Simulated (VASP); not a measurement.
# Be (Fd-3m) in VASP: further runs

The runs below take Be through single point, with PBE.

All numbers are computed with VASP 6.6.1; they aren't measurements. Logs are shortened: lines on timing, memory, paths and dates and some standing lists are left out, and cuts for length are marked.

**1. The cell of the first run**

It takes space group Fd-3m (No. 227, cubic). Conventional cell: a = 3.429 Å, b = 3.429 Å, c = 3.429 Å, α = 90.00°, β = 90.00°, γ = 90.00°. Within 2.0 Å of Be (site symmetry -43m) lie 4 Be at 1.48 Å.

**2. Single point, PBE**

Contents of INCAR:

```
SYSTEM = Be
PREC = Accurate
ENCUT = 520
EDIFF = 1E-7
ISMEAR = -1
SIGMA = 0.1
LREAL = .FALSE.
LASPH = .TRUE.
NELM = 60
ALGO = Normal
ISIF = 2
LWAVE = .FALSE.
LCHARG = .FALSE.
GGA = PE
NBANDS = 9
```

Contents of KPOINTS:

```
Automatic mesh
0
G
  19 19 19
  0 0 0
```

Contents of POSCAR:

```
Be
1.0
    0.0000000000      1.7143834135      1.7143834135
    1.7143834135      0.0000000000      1.7143834135
    1.7143834135      1.7143834135      0.0000000000
Be
2
Direct
   -0.1250000000     -0.1250000000     -0.1250000000
    0.1250000000      0.1250000000      0.1250000000
```

Potentials or basis: VASP PAW PBE potentials, release 64 (Be).

Command:

```
> cat potpaw_PBE.64/Be/POTCAR > POTCAR
> mpirun -np 1 vasp_std > vasp.out
```

OUTCAR:

```text
SYSTEM = Be
   PREC = Accurate
   ENCUT = 520
   EDIFF = 1E-7
   ISMEAR = -1
   LREAL = .FALSE.
   LASPH = .TRUE.
   NELM = 60
   ISIF = 2
   GGA = PE

 ion  position               nearest neighbor table
   1  0.875  0.875  0.875-   2 1.48   2 1.48   2 1.48   2 1.48
   2  0.125  0.125  0.125-   1 1.48   1 1.48   1 1.48   1 1.48

  LATTYP: Found a face centered cubic cell.
 ALAT       =     3.4287668270

  Lattice vectors:

 A1 = (   0.0000000000,   1.7143834135,   1.7143834135)
 A2 = (   1.7143834135,   0.0000000000,   1.7143834135)
 A3 = (   1.7143834135,   1.7143834135,   0.0000000000)

Analysis of symmetry for initial positions (statically):
=====================================================================
 Subroutine PRICEL returns:
 Original cell was already a primitive cell.

 Routine SETGRP: Setting up the symmetry group for a
 face centered cubic supercell.

 Subroutine GETGRP returns: Found 48 space group operations
 (whereof 12 operations were pure point group operations)
 out of a pool of 48 trial point group operations.

The static configuration has the point symmetry D_3d.
 The point group associated with its full space group is O_h .

Analysis of symmetry for dynamics (positions and initial velocities):
=====================================================================
 Subroutine PRICEL returns:
 Original cell was already a primitive cell.

 Routine SETGRP: Setting up the symmetry group for a
 face centered cubic supercell.

 Subroutine GETGRP returns: Found 48 space group operations
 (whereof 12 operations were pure point group operations)
 out of a pool of 48 trial point group operations.

The dynamic configuration has the point symmetry D_3d.
 The point group associated with its full space group is O_h .

 Subroutine INISYM returns: Found 48 space group operations
 (whereof 12 operations are pure point group operations),
 and found     1 'primitive' translations

----------------------------------------------------------------------------------------

                                     Primitive cell

  volume of cell :      10.0775

  direct lattice vectors                    reciprocal lattice vectors
     0.000000000  1.714383414  1.714383414    -0.291650045  0.291650045  0.291650045
     1.714383414  0.000000000  1.714383414     0.291650045 -0.291650045  0.291650045
     1.714383414  1.714383414  0.000000000     0.291650045  0.291650045 -0.291650045

  length of vectors
     2.424504274  2.424504274  2.424504274     0.505152696  0.505152696  0.505152696

  position of ions in fractional coordinates (direct lattice)
     0.875000000  0.875000000  0.875000000
     0.125000000  0.125000000  0.125000000

  ion indices of the primitive-cell ions
   primitive index   ion index
                 1           1
                 2           2

----------------------------------------------------------------------------------------

 KPOINTS: Automatic mesh

Automatic generation of k-mesh.
 Grid dimensions read from file:
 generate k-points for:   19   19   19

 Generating k-lattice:

  Cartesian coordinates                     Fractional coordinates (reciprocal lattice)
    -0.015350002  0.015350002  0.015350002     0.052631579  0.000000000  0.000000000
     0.015350002 -0.015350002  0.015350002     0.000000000  0.052631579  0.000000000
     0.015350002  0.015350002 -0.015350002     0.000000000  0.000000000  0.052631579

  Length of vectors
     0.026586984  0.026586984  0.026586984

  Shift w.r.t. Gamma in fractional coordinates (k-lattice)
     0.000000000  0.000000000  0.000000000

 Subroutine IBZKPT returns following result:
 ===========================================

 Found    220 irreducible k-points:

 Following reciprocal coordinates:
            Coordinates               Weight
  0.000000  0.000000  0.000000      1.000000
  0.052632  0.000000  0.000000      8.000000
  0.105263  0.000000  0.000000      8.000000
  0.157895  0.000000  0.000000      8.000000
  0.210526  0.000000  0.000000      8.000000
  0.263158  0.000000  0.000000      8.000000
[... 16 lines left out ...]
 -0.315789  0.052632  0.000000     24.000000
 -0.263158  0.052632  0.000000     24.000000
 [... further k-points ...]
   k-points           NKPTS =    220   k-points in BZ     NKDIM =    220   number of bands    NBANDS=      9
   number of dos      NEDOS =    301   number of ions     NIONS =      2
   total plane-waves  NPLWV =   5832
   dimension x,y,z NGX =    18 NGY =   18 NGZ =   18
   dimension x,y,z NGXF=    36 NGYF=   36 NGZF=   36
   ions per type =               2
   NGX,Y,Z   is equivalent  to a cutoff of  12.34, 12.34, 12.34 a.u.
   NGXF,Y,Z  is equivalent  to a cutoff of  24.68, 24.68, 24.68 a.u.
 SYSTEM =  Be
   PREC   = accura    normal or accurate (medium, high low for compatibility)
   ISTART =      0    job   : 0-new  1-cont  2-samecut
   ICHARG =      2    charge: 1-file 2-atom 10-const
   ISPIN  =      1    spin polarized calculation?
   LNONCOLLINEAR =      F non collinear calculations
   LSORBIT =      F    spin-orbit coupling
   LASPH  =      T    aspherical Exc in radial PAW
   ENCUT  =  520.0 eV  38.22 Ry    6.18 a.u.   4.51  4.51  4.51*2*pi/ulx,y,z
   NELM   =     60;   NELMIN=  2; NELMDL= -5     # of ELM steps
   EDIFF  = 0.1E-06   stopping-criterion for ELM
   LREAL  =      F    real-space projection
   EDIFFG = 0.1E-05   stopping-criterion for IOM
   NSW    =      0    number of steps for IOM
   IBRION =     -1    ionic relax: 0-MD 1-quasi-New 2-CG
   NFREE  =      0    steps in history (QN), initial steepest desc. (CG)
   ISIF   =      2    stress and relaxation
   ISYM   =      2    0-nonsym 1-usesym 2-fastsym
   POTIM  = 0.5000    time-step for ionic-motion
   TEBEG  =    0.0;   TEEND  =   0.0 temperature during run
   PSTRESS=    0.0 pullay stress
   NELECT =       4.0000    total number of electrons
   NUPDOWN=      -1.0000    fix difference up-down
   EMIN   =  10.00;   EMAX   =-10.00  energy-range for DOS
   EFERMI =   0.00;   METHOD = LEGACY
   ISMEAR =    -1;   SIGMA  =   0.10  broadening in eV -4-tet -1-fermi 0-gaus
   EFERMI_NEDOS =   21; number of points for ismear=-14 and -15
   IALGO  =     38    algorithm
   IMIX   =      4    mixing-type and parameters
     AMIX     =   0.40;   BMIX     =  1.00
     AMIX_MAG =   1.60;   BMIX_MAG =  1.00
  volume/ion in A,a.u.               =       5.04        34.00
  Fermi-wavevector in a.u.,A,eV,Ry     =   1.203123  2.273574 19.694517  1.447506
  Thomas-Fermi vector in A             =   2.338886
   LORBIT       =      0    0 simple, 1 ext, 2 COOP (PROOUT), +10 PAW based schemes
   GGA     = PE    functional components
[... 5 lines left out ...]
 non-spin polarized calculation
  energy-cutoff  :      520.00
  volume of cell :       10.08
 maximum number of plane-waves:       290
 NGX is ok and might be reduce to    18
   NGX =  9   NGY =  9   NGZ =  9

 number of electron       4.0000000 magnetization

 Free energy of the ion-electron system (eV)
  ---------------------------------------------------
  ext. energy  EPLUGINS =         0.00000000
  ---------------------------------------------------
  free energy    TOTEN  =         3.19718644 eV

  energy without entropy =        3.22234162  energy(sigma->0) =        3.20976403

 E-fermi :  10.9483     XC(G=0): -12.1464

 val. band max:       10.9454171287   @ k =  -0.4737   0.4737   0.0526
 cond. band min:      10.9552891017   @ k =  -0.4737   0.3684   0.1579
 fundamental gap:      0.0098719730
 Fermi energy:        10.9483017115

 k-point     1 :       0.0000    0.0000    0.0000
  band No.  band energies     occupation
      1      -2.0924      2.00000
      2      20.6537      0.00000
      3      20.6537      0.00000
      4      20.6537      0.00000
      5      24.2872      0.00000
      6      24.2872      0.00000
      7      24.2872      0.00000
      8      40.2923      0.00000
      9      40.7464      0.00000

 k-point     2 :       0.0526    0.0000    0.0000
  band No.  band energies     occupation
      1      -2.0315      2.00000
      2      19.6131      0.00000
      3      20.3409      0.00000
      4      20.3409      0.00000
      5      24.6797      0.00000
      6      24.6797      0.00000
      7      25.3492      0.00000
      8      38.4988      0.00000
      9      38.7041      0.00000

 k-point     3 :       0.1053    0.0000    0.0000
  band No.  band energies     occupation
      1      -1.8498      2.00000
      2      17.7480      0.00000
      3      19.6714      0.00000
      4      19.6714      0.00000
      5      25.5429      0.00000
      6      25.5429      0.00000
      7      27.2664      0.00000
      8      36.7378      0.00000
      9      36.9909      0.00000

 k-point     4 :       0.1579    0.0000    0.0000
  band No.  band energies     occupation
      1      -1.5502      2.00000
      2      15.7885      0.00000
      3      18.9492      0.00000
      4      18.9492      0.00000
      5      26.4195      0.00000
      6      26.4195      0.00000
      7      29.2647      0.00000
      8      35.3114      0.00000
      9      35.8824      0.00000

 k-point     5 :       0.2105    0.0000    0.0000
  band No.  band energies     occupation
      1      -1.1383      2.00000
      2      13.8831      0.00000
      3      18.2932      0.00000
      4      18.2932      0.00000
      5      26.9391      0.00000
      6      26.9391      0.00000
      7      31.0793      0.00000
      8      34.2663      0.00000
      9      35.6437      0.00000

 k-point     6 :       0.2632    0.0000    0.0000
  band No.  band energies     occupation
      1      -0.6244      2.00000
      2      12.0892      0.00002
      3      17.7429      0.00000
      4      17.7429      0.00000
      5      26.9262      0.00000
      6      26.9262      0.00000
      7      32.2135      0.00000
      8      33.9279      0.00000
      9      36.4158      0.00000
[... 169 lines left out ...]
 k-point    21 :      -0.4211    0.0526    0.0000
  band No.  band energies     occupation
      1       1.4547      2.00000
      2       7.6279      2.00000
      3      16.1726      0.00000
      4      16.7522      0.00000
      5      25.6104      0.00000
      6      25.7816      0.00000
      7      32.2041      0.00000
      8      35.8640      0.00000
      9      41.9844      0.00000

 k-point    22 :      -0.3684    0.0526    0.0000
  band No.  band energies     occupation
      1       0.8916      2.00000
      2       8.6330      2.00000
      3      16.1569      0.00000
      4      17.1458      0.00000
      5      25.8841      0.00000
      6      26.1265      0.00000
      7      32.3030      0.00000
      8      35.5841      0.00000
      9      39.4116      0.00000

 k-point    23 :      -0.3158    0.0526    0.0000
  band No.  band energies     occupation
      1       0.2469      2.00000
      2       9.9794      1.99988
      3      16.2778      0.00000
      4      17.6316      0.00000
      5      26.1185      0.00000
      6      26.7718      0.00000
      7      32.3785      0.00000
      8      35.0570      0.00000
      9      37.1392      0.00000

 k-point    24 :      -0.2632    0.0526    0.0000
  band No.  band energies     occupation
      1      -0.3735      2.00000
      2      11.5524      0.00475
      3      16.5419      0.00000
      4      18.2015      0.00000
      5      26.3483      0.00000
      6      27.4409      0.00000
      7      32.2299      0.00000
      8      34.3333      0.00000
      9      35.3577      0.00000

 [... further k-points ...]
[... 5 lines left out ...]
  --------------------------------------------------------------------------------------
  -------------------------------------------------------------------------------------
  Total       17.1389597     17.1389597     17.1389597      0.0000000      0.0000000     -0.0000000
  in kB     2724.8410658   2724.8410658   2724.8410658      0.0000000      0.0000000     -0.0000000
  external PRESSURE =    2724.8410658 kB  Pullay stress =       0.0000000 kB

 VOLUME and BASIS-vectors are now :
 -----------------------------------------------------------------------------
  energy-cutoff  :      520.00
  volume of cell :       10.08
      direct lattice vectors                 reciprocal lattice vectors
     0.000000000  1.714383414  1.714383414    -0.291650045  0.291650045  0.291650045
     1.714383414  0.000000000  1.714383414     0.291650045 -0.291650045  0.291650045
     1.714383414  1.714383414  0.000000000     0.291650045  0.291650045 -0.291650045

 POSITION                                       TOTAL-FORCE (eV/Angst)
 -----------------------------------------------------------------------------------
      3.00017      3.00017      3.00017        -0.000000      0.000000     -0.000000
      0.42860      0.42860      0.42860         0.000000     -0.000000      0.000000
 -----------------------------------------------------------------------------------
    total drift:                                0.000000      0.000000     -0.000000

  FREE ENERGIE OF THE ION-ELECTRON SYSTEM (eV)
  ---------------------------------------------------
  free  energy   TOTEN  =         3.1971864431 eV

  energy  without entropy=        3.2223416211  energy(sigma->0) =        3.20976403
```

Run time: 7.2 s. Hardware: 1 thread of Intel Xeon 6975P-C (Granite Rapids), shared host; peak memory 0.13 GiB.

Results:

| Item | Value |
| --- | --- |
| Free energy | 3.1972 eV |
| Pressure | 272.5 GPa |
| Band gap on the k mesh | zero (band 2 reaches 20.65 eV, above the bottom of band 3 at 9.73 eV) |

**3. Single point, PBE**

Contents of INCAR:

```
PREC     = Accurate       # precision mode
ENCUT    = 520            # plane-wave cutoff, eV
EDIFF    = 1E-6           # SCF threshold, eV
ISMEAR   = -1             # smearing method
SIGMA    = 0.1            # smearing width, eV
LREAL    = F              # projectors in reciprocal space
LASPH    = T              # aspherical terms in the spheres
NELM     = 100            # most SCF steps
ALGO     = Normal         # electronic algorithm
ISIF     = 2              # what is computed and relaxed
LWAVE    = F              # write WAVECAR
LCHARG   = F              # write CHGCAR
GGA      = PE             # functional
NBANDS   = 9              # bands
```

Contents of KPOINTS:

```
regular mesh
0
Gamma
  19 19 19
```

Contents of POSCAR:

```
Be
1.0
    0.0000000000      1.7146387242      1.7146387242
    1.7146387242      0.0000000000      1.7146387242
    1.7146387242      1.7146387242      0.0000000000
Be
2
Direct
   -0.1250000000     -0.1250000000     -0.1250000000
    0.1250000000      0.1250000000      0.1250000000
```

Potentials or basis: VASP PAW PBE potentials, release 64 (Be).

Command:

```
> cat potpaw_PBE.64/Be/POTCAR > POTCAR
> mpirun -np 1 vasp_std > vasp.out
```

It took 6.4 s on 1 thread of Intel Xeon 6975P-C (Granite Rapids), shared host; peak memory 0.13 GiB.

Results (log left out):

| Property | Result |
| --- | --- |
| Free energy | 3.1895 eV |
| Pressure | 272.2 GPa |
| Band gap on the k mesh | zero (band 2 reaches 20.64 eV, above the bottom of band 3 at 9.73 eV) |

Levels at points of the mesh, in eV from the Fermi level:
```tsv
k point	band 1	band 2	band 3	band 4	band 5	band 6	band 7
(0.00, 0.00, 0.00)	-13.04	9.70	9.70	9.70	13.34	13.34	13.34
```
